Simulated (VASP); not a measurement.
Set up this calculation in VASP 6.6.1, as the native input.

* Task: single point
* Functional: PBE
* Potentials or basis: VASP PAW PBE potentials, release 64 (Si, Ir, Pt)
* Cutoff: 520 eV
* k mesh: 6 × 6 × 2
* Occupations: gaussian, width 0.1 eV
* Spin: no spin polarisation
* Dipole correction: no
* Further INCAR settings: ALGO = Normal; EDIFF = 1e-06; NBANDS = 26

The structure of Si4IrPt lies in POSCAR:

```
Si4IrPt
1.0
    3.3008206600      0.0000000000      0.0000000000
   -1.6504103300      2.8585945500      0.0000000000
    0.0000000000      0.0000000000      8.5035389100
Si Ir Pt
4 1 1
Direct
    0.0000000000      0.0000000000      0.7071691200
    0.6666666700      0.3333333300      0.7986019800
    0.6666666700      0.3333333300      0.2013980200
    0.0000000000      0.0000000000      0.2928308800
    0.0000000000      0.0000000000      0.0000000000
    0.6666666700      0.3333333300      0.5000000000
```

These files were run (other wordings do the same):

INCAR

```
SYSTEM = Si4IrPt
  ALGO = Normal
  EDIFF = 1E-6
  ENCUT = 520
  GGA = PE
  ISIF = 2
  ISMEAR = 0
  LASPH = .TRUE.
  LCHARG = .FALSE.
  LREAL = .FALSE.
  LWAVE = .FALSE.
  NBANDS = 26
  NELM = 60
  PREC = Accurate
  SIGMA = 0.1
```

KPOINTS

```
k-points
0
G
  6 6 2
  0 0 0
```

Potentials or basis: VASP PAW PBE potentials, release 64 (Si, Ir, Pt).

The run is started by

```sh
$ cat potpaw_PBE.64/Si/POTCAR potpaw_PBE.64/Ir/POTCAR potpaw_PBE.64/Pt/POTCAR > POTCAR
$ mpirun -np 1 vasp_std > vasp.out
```

It gave:

The pressure is 47.0 GPa and the largest force is 5.196 eV/Å.

Caveat: the k points lie up to 0.37 Å⁻¹ apart; forces of over 1 eV/Å act on the atoms, so gaps and moduli don't describe the material at rest.

Run time: 26 s on 1 thread of Intel(R) Xeon(R) Platinum 8375C CPU @ 2.90GHz (Ice Lake), with other jobs on the host, peak memory 0.22 GiB.
